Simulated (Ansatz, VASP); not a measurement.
MgO in VASP and in Ansatz

INCAR

```
SYSTEM = MgO
PREC = Accurate ; ENCUT = 600
EDIFF = 1E-6 ; ISMEAR = 0
SIGMA = 0.02 ; LREAL = .False.
LASPH = .True. ; NELM = 100
ALGO = Normal ; ISIF = 3
LWAVE = .False. ; LCHARG = .False.
IBRION = 2 ; NSW = 100
EDIFFG = -0.002
```

Contents of KPOINTS:

```
Automatic mesh
0
Gamma
  10 10 10
  0 0 0
```

File POSCAR:

```
MgO
1.0
    0.0000000000      2.0816499858      2.0816499858
    2.0816499858      0.0000000000      2.0816499858
    2.0816499858      2.0816499858      0.0000000000
Mg O
1 1
Direct
    0.0000000000      0.0000000000      0.0000000000
    0.5000000000      0.5000000000      0.5000000000
```

Input for Ansatz:

```yaml
crystal:
  lattice:
    - [0.0, 2.0816499858, 2.0816499858]
    - [2.0816499858, 0.0, 2.0816499858]
    - [2.0816499858, 2.0816499858, 0.0]
  atoms:
    - { symbol: Mg, position: [0.0, 0.0, 0.0] }
    - { symbol: O, position: [0.5, 0.5, 0.5] }
basis:
  ecutwfc: 420
kpoints:
  mp_grid: { grid: [10, 10, 10] }
hamiltonian:
  xc: lda
  pseudopotentials: { kind: paw, azcp: { folder: soft_1 } }
scf:
  occupations: { method: gaussian, width: 0.02 }
output:
  forces: true
  stress: true
  eigenvalues: true
  write_density: true
  write_potential: true
  elf: true
  volumetric_format: npy
relax:
  adjacent_minimum: "off"
  f_tol: 0.002
  max_steps: 80
  cell: { stress_tol: 0.02 }
```

Alike in both runs: task relaxation of cell and atoms; functional LDA; k mesh 10 × 10 × 10; occupations gaussian, width 0.02 eV; no spin polarisation.

|  | VASP | Ansatz |
| --- | --- | --- |
| version | VASP 6.6.1 | Ansatz 0.2.0 |
| potentials or method | VASP PAW LDA potentials, release 64 (Mg, O), cutoff 600 eV | scalar-relativistic, plane waves, PAW |
| valence electrons in the cell | 8 | 16 |

```tsv
	VASP	Ansatz	Ansatz less VASP
gap on the k mesh at the Fermi level, each at its own relaxed structure (eV)	5.15	5.03	-0.124
relaxed volume (Å³/atom)	8.89	9.00	+0.110
relaxed cell length with the largest relative difference (Å)	2.930	2.942	+0.0121
```

Ansatz warns that its potentials were made for another functional, while VASP's fit it. LDA's correlation is that of Perdew and Zunger in VASP and of Perdew and Wang (1992) in Ansatz. VASP's potentials hold 8 valence electrons a cell and Ansatz's 16, so a difference there can come from the potentials and not from the codes.
